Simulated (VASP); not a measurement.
**Sr: single point with PBE**

The system is Sr.

```
CELL_PARAMETERS angstrom
-1.89032 1.89032 1.89032
1.89032 -1.89032 1.89032
1.89032 1.89032 -1.89032
ATOMIC_POSITIONS crystal
Sr 0.00000 0.00000 0.00000
```

This cell differs from its parent crystal: volume scaled by 0.5.

* Program: VASP 6.6.1
* Task: single point
* Functional: PBE
* Potentials or basis: VASP PAW PBE potentials, release 64 (Sr_sv)
* Cutoff: 520 eV
* k mesh: 11 × 11 × 11
* Occupations: fermi-dirac, width 0.05 eV
* Spin: no spin polarisation
* Dipole correction: no
* Further INCAR settings: ALGO = Normal; EDIFF = 1e-06; NBANDS = 11

```json
{
 "Pressure": "24.1 GPa",
 "Band gap on the k mesh": "zero (band 5 reaches 5.42 eV, above the bottom of band 6 at 3.23 eV)"
}
```

Levels at points of the mesh, in eV from the Fermi level:
| k point | band 3 | band 4 | band 5 | band 6 | band 7 | band 8 |
| --- | --- | --- | --- | --- | --- | --- |
| (0.00, 0.00, 0.00) | -16.73 | -16.73 | -3.93 | 3.38 | 3.38 | 3.38 |

Wall time 10 s on 1 thread of AMD EPYC 7R43 64-Core Processor (Zen 3), on a shared host, peak memory 0.11 GiB.
